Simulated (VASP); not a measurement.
# LiTa4O (F-43m) in VASP: a series of runs, part 2 of 2

VASP 6.6.1. Earlier steps stand in the parts before.

### Step 4. Relaxation of cell and atoms, PBE

The input, INCAR:

```
SYSTEM = LiTa4O
PREC     = Accurate       ! precision mode
ENCUT    = 600            ! plane-wave cutoff, eV
EDIFF    = 1E-7           ! SCF threshold, eV
ISMEAR   = 0              ! smearing method
SIGMA    = 0.1            ! smearing width, eV
LREAL    = .False.        ! projectors in reciprocal space
LASPH    = .True.         ! aspherical terms in the spheres
NELM     = 100            ! most SCF steps
ALGO     = Normal         ! electronic algorithm
ISIF     = 3              ! what is computed and relaxed
LWAVE    = .False.        ! write WAVECAR
LCHARG   = .False.        ! write CHGCAR
GGA      = PE             ! functional
IBRION   = 2              ! ionic algorithm
NSW      = 90             ! ionic steps
EDIFFG   = -0.04          ! ionic threshold
```

The input, KPOINTS:

```
Automatic mesh
0
Gamma
  4 4 4
  0 0 0
```

The input, POSCAR:

```
LiTa4O
1.0
    0.0000000000      3.6119502800      3.6119502800
    3.6119502800      0.0000000000      3.6119502800
    3.6119502800      3.6119502800      0.0000000000
Li Ta O
1 4 1
Direct
    0.0000000000      0.0000000000      0.0000000000
    0.8730919700      0.3756360100      0.3756360100
    0.3756360100      0.3756360100      0.3756360100
    0.3756360100      0.8730919700      0.3756360100
    0.3756360100      0.3756360100      0.8730919700
    0.7500000000      0.7500000000      0.7500000000
```

Potentials or basis: VASP PAW PBE potentials, release 64 (Li_sv, Ta_pv, O).

The run is started by

```
> cat potpaw_PBE.64/Li_sv/POTCAR potpaw_PBE.64/Ta_pv/POTCAR potpaw_PBE.64/O/POTCAR > POTCAR
> mpirun -np 1 vasp_std > vasp.out
```

OUTCAR:

```text
SYSTEM = LiTa4O
   PREC = Accurate
   ENCUT = 600
   EDIFF = 1E-7
   ISMEAR = 0
   LREAL = .False.
   LASPH = .True.
   NELM = 100
   ISIF = 3
   GGA = PE
   IBRION = 2
   NSW = 90
   EDIFFG = -0.04

 ion  position               nearest neighbor table
   1  0.000  0.000  0.000-   2 3.00   4 3.00   5 3.00   2 3.00   3 3.00   4 3.00   2 3.00   3 3.00
                             5 3.00   3 3.00   4 3.00   5 3.00
   2  0.873  0.376  0.376-   3 2.54   4 2.54   5 2.54   3 2.57   5 2.57   4 2.57   1 3.00   1 3.00
                             1 3.00
   3  0.376  0.376  0.376-   2 2.54   4 2.54   5 2.54   5 2.57   4 2.57   2 2.57   1 3.00   1 3.00
                             1 3.00
   4  0.376  0.873  0.376-   2 2.54   3 2.54   5 2.54   5 2.57   3 2.57   2 2.57   1 3.00   1 3.00
                             1 3.00
   5  0.376  0.376  0.873-   2 2.54   3 2.54   4 2.54   3 2.57   4 2.57   2 2.57   1 3.00   1 3.00
                             1 3.00
   6  0.750  0.750  0.750-

  LATTYP: Found a face centered cubic cell.
 ALAT       =     7.2239005600

  Lattice vectors:

 A1 = (   0.0000000000,   3.6119502800,   3.6119502800)
 A2 = (   3.6119502800,   0.0000000000,   3.6119502800)
 A3 = (   3.6119502800,   3.6119502800,   0.0000000000)

Analysis of symmetry for initial positions (statically):
=====================================================================
 Subroutine PRICEL returns:
 Original cell was already a primitive cell.

 Routine SETGRP: Setting up the symmetry group for a
 face centered cubic supercell.

 Subroutine GETGRP returns: Found 24 space group operations
 (whereof 24 operations were pure point group operations)
 out of a pool of 48 trial point group operations.

The static configuration has the point symmetry T_d .

Analysis of symmetry for dynamics (positions and initial velocities):
=====================================================================
 Subroutine PRICEL returns:
 Original cell was already a primitive cell.

 Routine SETGRP: Setting up the symmetry group for a
 face centered cubic supercell.

 Subroutine GETGRP returns: Found 24 space group operations
 (whereof 24 operations were pure point group operations)
 out of a pool of 48 trial point group operations.

The dynamic configuration has the point symmetry T_d .

 Subroutine INISYM returns: Found 24 space group operations
 (whereof 24 operations are pure point group operations),
 and found     1 'primitive' translations

----------------------------------------------------------------------------------------

                                     Primitive cell

  volume of cell :      94.2443

  direct lattice vectors                    reciprocal lattice vectors
     0.000000000  3.611950280  3.611950280    -0.138429370  0.138429370  0.138429370
     3.611950280  0.000000000  3.611950280     0.138429370 -0.138429370  0.138429370
     3.611950280  3.611950280  0.000000000     0.138429370  0.138429370 -0.138429370

  length of vectors
     5.108069073  5.108069073  5.108069073     0.239766701  0.239766701  0.239766701

  position of ions in fractional coordinates (direct lattice)
     0.000000000  0.000000000  0.000000000
     0.873091970  0.375636010  0.375636010
     0.375636010  0.375636010  0.375636010
     0.375636010  0.873091970  0.375636010
     0.375636010  0.375636010  0.873091970
     0.750000000  0.750000000  0.750000000

  ion indices of the primitive-cell ions
[... 42 lines left out ...]
  0.500000  0.500000  0.000000      3.000000
 -0.250000  0.500000  0.250000      6.000000
   k-points           NKPTS =      8   k-points in BZ     NKDIM =      8   number of bands    NBANDS=     31
   number of dos      NEDOS =    301   number of ions     NIONS =      6
   total plane-waves  NPLWV =  74088
   dimension x,y,z NGX =    42 NGY =   42 NGZ =   42
   dimension x,y,z NGXF=    84 NGYF=   84 NGZF=   84
   ions per type =               1   4   1
   NGX,Y,Z   is equivalent  to a cutoff of  13.67, 13.67, 13.67 a.u.
   NGXF,Y,Z  is equivalent  to a cutoff of  27.34, 27.34, 27.34 a.u.
 SYSTEM =  LiTa4O
   PREC   = accura    normal or accurate (medium, high low for compatibility)
   ISTART =      0    job   : 0-new  1-cont  2-samecut
   ICHARG =      2    charge: 1-file 2-atom 10-const
   ISPIN  =      1    spin polarized calculation?
   LNONCOLLINEAR =      F non collinear calculations
   LSORBIT =      F    spin-orbit coupling
   LASPH  =      T    aspherical Exc in radial PAW
   ENCUT  =  600.0 eV  44.10 Ry    6.64 a.u.  10.20 10.20 10.20*2*pi/ulx,y,z
   NELM   =    100;   NELMIN=  2; NELMDL= -5     # of ELM steps
   EDIFF  = 0.1E-06   stopping-criterion for ELM
   LREAL  =      F    real-space projection
   EDIFFG = -.4E-01   stopping-criterion for IOM
   NSW    =     90    number of steps for IOM
   IBRION =      2    ionic relax: 0-MD 1-quasi-New 2-CG
   NFREE  =      1    steps in history (QN), initial steepest desc. (CG)
   ISIF   =      3    stress and relaxation
   ISYM   =      2    0-nonsym 1-usesym 2-fastsym
   POTIM  = 0.5000    time-step for ionic-motion
   TEBEG  =    0.0;   TEEND  =   0.0 temperature during run
   PSTRESS=    0.0 pullay stress
   NELECT =      53.0000    total number of electrons
   NUPDOWN=      -1.0000    fix difference up-down
   EMIN   =  10.00;   EMAX   =-10.00  energy-range for DOS
   EFERMI =   0.00;   METHOD = LEGACY
   ISMEAR =     0;   SIGMA  =   0.10  broadening in eV -4-tet -1-fermi 0-gaus
   EFERMI_NEDOS =   21; number of points for ismear=-14 and -15
   IALGO  =     38    algorithm
   IMIX   =      4    mixing-type and parameters
     AMIX     =   0.40;   BMIX     =  1.00
     AMIX_MAG =   1.60;   BMIX_MAG =  1.00
  volume/ion in A,a.u.               =      15.71       106.00
  Fermi-wavevector in a.u.,A,eV,Ry     =   1.351289  2.553567 24.844006  1.825983
  Thomas-Fermi vector in A             =   2.478723
   LORBIT       =      0    0 simple, 1 ext, 2 COOP (PROOUT), +10 PAW based schemes
   GGA     = PE    functional components
   LHFCALC =     F    Hartree Fock is set to
   AEXX    =    0.0000 exact exchange contribution
   IVDW    =     0    specifies the selected vdW correction
   LEPSILON=     F    determine dielectric tensor
   LRPA    =     F    only Hartree local field effects (RPA)
 conjugate gradient relaxation of ions
 non-spin polarized calculation
 Gauss-broadening in eV      SIGMA  =   0.10
  energy-cutoff  :      600.00
  volume of cell :       94.24
 maximum number of plane-waves:      3156
 NGX is ok and might be reduce to    42
   NGX = 21   NGY = 21   NGZ = 21

--------------------------------------- Ionic step        1  -------------------------------------------

 number of electron      53.0000010 magnetization

 Free energy of the ion-electron system (eV)
  ---------------------------------------------------
  ext. energy  EPLUGINS =         0.00000000
  ---------------------------------------------------
  free energy    TOTEN  =       -46.19835489 eV

  energy without entropy =      -46.18398585  energy(sigma->0) =      -46.19117037

------------------------ aborting loop because EDIFF is reached ----------------------------------------

  FORCE on cell =-STRESS in cart. coord.  units (eV):
  Direction    XX          YY          ZZ          XY          YZ          ZX
  --------------------------------------------------------------------------------------
  -------------------------------------------------------------------------------------
  Total       16.6928324     16.6928324     16.6928324      0.0000000      0.0000000      0.0000000
  in kB      283.7823171    283.7823171    283.7823171      0.0000000      0.0000000      0.0000000
  external PRESSURE =     283.7823171 kB  Pullay stress =       0.0000000 kB
[... 27 lines left out ...]
--------------------------------------- Ionic step        2  -------------------------------------------

 number of electron      52.9999987 magnetization

 E-fermi :   1.9169     XC(G=0):  -9.8954

 val. band max:        1.9041209659   @ k =   0.5000   0.0000   0.0000
 cond. band min:       1.9255790911   @ k =   0.5000   0.2500   0.0000
 fundamental gap:      0.0214581253
 Fermi energy:         1.9168655743

 k-point     1 :       0.0000    0.0000    0.0000
  band No.  band energies     occupation
      1     -43.3916      2.00000
      2     -33.0332      2.00000
      3     -32.6354      2.00000
      4     -32.6354      2.00000
      5     -32.6354      2.00000
      6     -32.5115      2.00000
[... 460 lines left out ...]
--------------------------------------- Ionic step        7  -------------------------------------------

 number of electron      53.0000006 magnetization

 Free energy of the ion-electron system (eV)
  ---------------------------------------------------
  ext. energy  EPLUGINS =         0.00000000
  ---------------------------------------------------
  free energy    TOTEN  =       -47.87059968 eV

  energy without entropy =      -47.83534912  energy(sigma->0) =      -47.85297440

 E-fermi :   3.0285     XC(G=0): -10.7296

 val. band max:        3.0107326952   @ k =  -0.2500   0.2500   0.0000
 cond. band min:       3.0451286023   @ k =   0.5000   0.0000   0.0000
 fundamental gap:      0.0343959071
 Fermi energy:         3.0284512599

 k-point     1 :       0.0000    0.0000    0.0000
  band No.  band energies     occupation
      1     -41.7001      2.00000
      2     -32.1577      2.00000
      3     -31.4129      2.00000
      4     -31.4129      2.00000
      5     -31.4129      2.00000
      6     -31.1861      2.00000
[... 294 lines left out ...]
  FREE ENERGIE OF THE ION-ELECTRON SYSTEM (eV)
  ---------------------------------------------------
  free  energy   TOTEN  =       -47.8705996783 eV

  energy  without entropy=      -47.8353491234  energy(sigma->0) =      -47.85297440

 reached required accuracy - stopping structural energy minimisation
```

Wall time 4.8 min (1 thread of AMD EPYC 7R43 (Zen 3), shared host); peak memory 0.25 GiB.

What came out:

| Property | Result |
| --- | --- |
| Free energy | -47.8706 eV |
| Relaxed volume | 19.11 Å³/atom |
| Relaxed cell | a = 5.454 Å, b = 5.454 Å, c = 5.454 Å, α = 60.00°, β = 60.00°, γ = 60.00° |
| Space group after relaxing (to 0.1 Å) | F-43m (No. 216) |
| Energy gained by relaxing | 278.7 meV/atom |
| Ionic steps | 7 |
| Pressure after relaxing | -0.1 GPa |
| Largest force after relaxing | 0.015 eV/Å |
| Band gap on the k mesh | zero (an odd number of electrons rules out a gap without spin polarisation) |

Forces on the atoms (eV/Å):
```
Li   0.000  0.000  0.000
Ta   0.009 -0.009 -0.009
Ta   0.009  0.009  0.009
Ta  -0.009  0.009 -0.009
Ta  -0.009 -0.009  0.009
O    0.000  0.000  0.000
```

The path:
```csv
step,energy change (eV),largest force (eV/Å),pressure (GPa),volume (Å³)
1,0.0000,2.2079,28.38,94.24
2,-0.5284,0.7093,-11.83,137.51
3,-1.6519,0.6200,0.45,114.43
4,-1.6528,0.5983,0.80,114.00
5,-1.6527,0.5760,1.16,113.58
6,-1.6607,0.3828,-1.03,115.58
7,-1.6722,0.0148,-0.13,114.69
```

Final structure:
```
Li Ta O
1.0
     0.00000    3.85625    3.85625
     3.85625    0.00000    3.85625
     3.85625    3.85625    0.00000
Li Ta O
1 4 1
Direct
  0.00000 0.00000 0.00000
  0.88371 0.37210 0.37210
  0.37210 0.37210 0.37210
  0.37210 0.88371 0.37210
  0.37210 0.37210 0.88371
  0.75000 0.75000 0.75000
```

Caveat: the k points lie up to 0.35 Å⁻¹ apart in the final cell, too coarse for converged energies and pressures of a metal; the cutoff is under 1.25 times the usual one of these potentials, so pressure, stress and relaxed cells hold a basis-set (Pulay) error; the volume moved by over 15 % at a fixed basis, so the end points are rough; spin-orbit coupling is left out, which moves the levels of the heavy elements; an odd number of electrons without spin polarisation forces a metal; a magnetic or distorted state may lie lower.

### Step 5. Summary

| task | cell | cutoff (eV) | gap on the mesh (eV) | largest force (eV/Å) |
| --- | --- | --- | --- | --- |
| single point | a = 5.108 Å, angles 60.0°, 6 atoms, atomic positions A | 520 | none | 2.21 |
| single point | a = 5.450 Å, angles 60.0°, 6 atoms, atomic positions B | 520 | none | 0.01 |
| relaxation of cell and atoms | relaxed from a = 5.108 Å, angles 60.0°, 6 atoms, atomic positions A | 600 | none | 0.01 |

Alike in all rows: level PBE; potentials or basis VASP PAW PBE potentials, release 64 (Li_sv, Ta_pv, O); no spin polarisation; k mesh 4 × 4 × 4; smearing gaussian 0.1 eV.

Caveats: some runs use coarse meshes; the cutoff is under 1.25 times the usual one of these potentials, so pressure, stress and relaxed cells hold a basis-set (Pulay) error; spin-orbit coupling is left out, which moves the levels of the heavy elements; an odd number of electrons without spin polarisation forces a metal; a magnetic or distorted state may lie lower; the volume moved by over 15 % at a fixed basis, so the end points are rough (at least some runs).

Total energies depend on the potentials used, so only differences within one code and one set of settings carry meaning.
